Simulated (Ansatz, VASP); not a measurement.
Two plane-wave programs on C17O

The input INCAR:

```
SYSTEM = C17O
  PREC = Accurate
  ENCUT = 520
  EDIFF = 1E-7
  ISMEAR = 0
  SIGMA = 0.05
  LREAL = Auto
  LASPH = .TRUE.
  NELM = 60
  ALGO = Normal
  ISIF = 2
  LWAVE = .FALSE.
  LCHARG = .FALSE.
  LDIPOL = .TRUE.
  IDIPOL = 3
  DIPOL = 0.5 0.5 0.500
  GGA = PE
  IVDW = 12
  NBANDS = 52
```

The input KPOINTS:

```
Automatic mesh
0
G
  9 9 1
  0 0 0
```

File POSCAR:

```
C17O
1.0
    7.3974391349      0.0000000000      0.0000000000
   -3.6987195674      6.4058367027      0.0000000000
    0.0000000000      0.0000000000     17.0000000000
O C
1 17
Direct
    0.0277770278      0.0555540556      0.4999999655
    0.0267254408      0.3880272757      0.5000000021
    0.0267251391      0.7220272812      0.5000000012
    0.3613058659      0.0566081925      0.5000000027
    0.3613018349      0.3880272757      0.5000000021
    0.3611103309      0.7222206617      0.5000000081
    0.6953023266      0.0566081925      0.5000000027
    0.6944444361      0.3888888722      0.4999999967
    0.6953021421      0.7220272812      0.5000000012
    0.1441135854      0.2882271709      0.5000000023
    0.1397326547      0.6115326169      0.5000000063
    0.1441181033      0.9392194981      0.5000000018
    0.4734729414      0.2784050446      0.4999999977
    0.4717999623      0.6115326169      0.5000000063
    0.4718018379      0.9436036758      0.5000000077
    0.8049321032      0.2784050446      0.4999999977
    0.8049328729      0.6098657458      0.4999999961
    0.7951013947      0.9392194981      0.5000000018
```

Input for Ansatz:

```yaml
crystal:
  lattice:
    - [7.3974391349, 0.0, 0.0]
    - [-3.6987195674, 6.4058367027, 0.0]
    - [0.0, 0.0, 17.0]
  atoms:
    - { symbol: O, position: [0.0277770278, 0.0555540556, 0.4999999655] }
    - { symbol: C, position: [0.0267254408, 0.3880272757, 0.5000000021] }
    - { symbol: C, position: [0.0267251391, 0.7220272812, 0.5000000012] }
    - { symbol: C, position: [0.3613058659, 0.0566081925, 0.5000000027] }
    - { symbol: C, position: [0.3613018349, 0.3880272757, 0.5000000021] }
    - { symbol: C, position: [0.3611103309, 0.7222206617, 0.5000000081] }
    - { symbol: C, position: [0.6953023266, 0.0566081925, 0.5000000027] }
    - { symbol: C, position: [0.6944444361, 0.3888888722, 0.4999999967] }
    - { symbol: C, position: [0.6953021421, 0.7220272812, 0.5000000012] }
    - { symbol: C, position: [0.1441135854, 0.2882271709, 0.5000000023] }
    - { symbol: C, position: [0.1397326547, 0.6115326169, 0.5000000063] }
    - { symbol: C, position: [0.1441181033, 0.9392194981, 0.5000000018] }
    - { symbol: C, position: [0.4734729414, 0.2784050446, 0.4999999977] }
    - { symbol: C, position: [0.4717999623, 0.6115326169, 0.5000000063] }
    - { symbol: C, position: [0.4718018379, 0.9436036758, 0.5000000077] }
    - { symbol: C, position: [0.8049321032, 0.2784050446, 0.4999999977] }
    - { symbol: C, position: [0.8049328729, 0.6098657458, 0.4999999961] }
    - { symbol: C, position: [0.7951013947, 0.9392194981, 0.5000000018] }
basis:
  ecutwfc: 600.0
  fft_grid_basis: typed
kpoints:
  mp_grid: { grid: [9, 9, 1] }
hamiltonian:
  xc: pbe
  dispersion: d3bj
  pseudopotentials: { kind: paw }
scf:
  occupations: { method: gaussian, width: 0.05 }
output:
  forces: true
  eigenvalues: true
  band_densities:
    - { e_range: [-2.0, -1.0] }
    - { e_range: [-1.0, -0.5] }
    - { e_range: [-0.5, -0.25] }
    - { e_range: [-0.25, 0.0] }
    - { e_range: [0.0, 0.25] }
    - { e_range: [0.25, 0.5] }
    - { e_range: [0.5, 1.0] }
    - { e_range: [1.0, 1.5] }
  band_residual_tolerance: 1.0e-05
  write_potential: true
  elf: true
  write_density: true
  volumetric_format: npy
efield:
  axis: 3
  dipole_correction: true
  ramp_width: 0.04
checkpoint:
  read: start.run
  write: ck
  compress: false
  write_wavefunctions: false
  write_every: 100000
```

Alike in both runs: task single point; functional PBE; dispersion D3(BJ); k mesh 9 × 9 × 1; occupations gaussian, width 0.05 eV; no spin polarisation.

```csv
,VASP,Ansatz
version,VASP 6.6.1,Ansatz 0.2.0
potentials or method,"VASP PAW PBE potentials, release 64 (O, C), cutoff 520 eV","scalar-relativistic, plane waves, PAW"
valence electrons in the cell,74,74
```

```tsv
	VASP	Ansatz	Ansatz less VASP
gap on the k mesh at the Fermi level (eV)	none	none	-
rms of the force components (eV/Å)	0.008	0.005	-0.0035
```

Atom by atom the forces differ by 0.006 eV/Å (rms over components). A gap of «none» marks a metal or a gap that the smearing closes. Ansatz's warnings: published levels not confirmed.
